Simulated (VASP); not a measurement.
Wanted: the native input for a VASP 6.6.1 run.

```yaml
Task: single point
Functional: PBE
Potentials_or_basis: VASP PAW PBE potentials, release 64 (Cd, Te)
Cutoff: 520 eV
k_mesh: 4 × 4 × 4
Occupations: gaussian, width 0.01 eV
Spin: no spin polarisation
Dipole_correction: no
Further_INCAR_settings: ALGO = Normal; EDIFF = 1e-07; NBANDS = 16
```

The structure of CdTe lies in POSCAR:

```
CdTe
1.0
    0.0000000000      3.2799551162      3.2471555650
    3.2799551162      0.0000000000      3.2471555650
    3.2799551162      3.2799551162      0.0000000000
Cd Te
1 1
Direct
    0.0000000000      0.0000000000      0.0000000000
    0.2500000000      0.2500000000      0.2500000000
```

This cell differs from its parent crystal: uniaxial z strain -1.0%.

The input as run:

INCAR

```
PREC = Accurate ; ENCUT = 520
EDIFF = 1E-7 ; ISMEAR = 0
SIGMA = 0.01 ; LREAL = False
LASPH = True ; NELM = 60
ALGO = Normal ; ISIF = 2
LWAVE = False ; LCHARG = False
GGA = PE ; NBANDS = 16
```

KPOINTS

```
Automatic mesh
0
Gamma
  4 4 4
```

Potentials or basis: VASP PAW PBE potentials, release 64 (Cd, Te).

Run with:

```bash
$ cat potpaw_PBE.64/Cd/POTCAR potpaw_PBE.64/Te/POTCAR > POTCAR
$ mpirun -np 1 vasp_std > vasp.out
```

It gave:

| Item | Value |
| --- | --- |
| Pressure | 1.7 GPa |
| Band gap on the k mesh | 0.66 eV, direct |

Caveat: the cell differs from its parent crystal (uniaxial z strain -1.0%); spin-orbit coupling is left out, which moves the levels of the heavy elements.

Run time: 9.2 s on 1 thread of Intel(R) Xeon(R) 6975P-C (Granite Rapids) (shared host), peak memory 0.2 GiB.
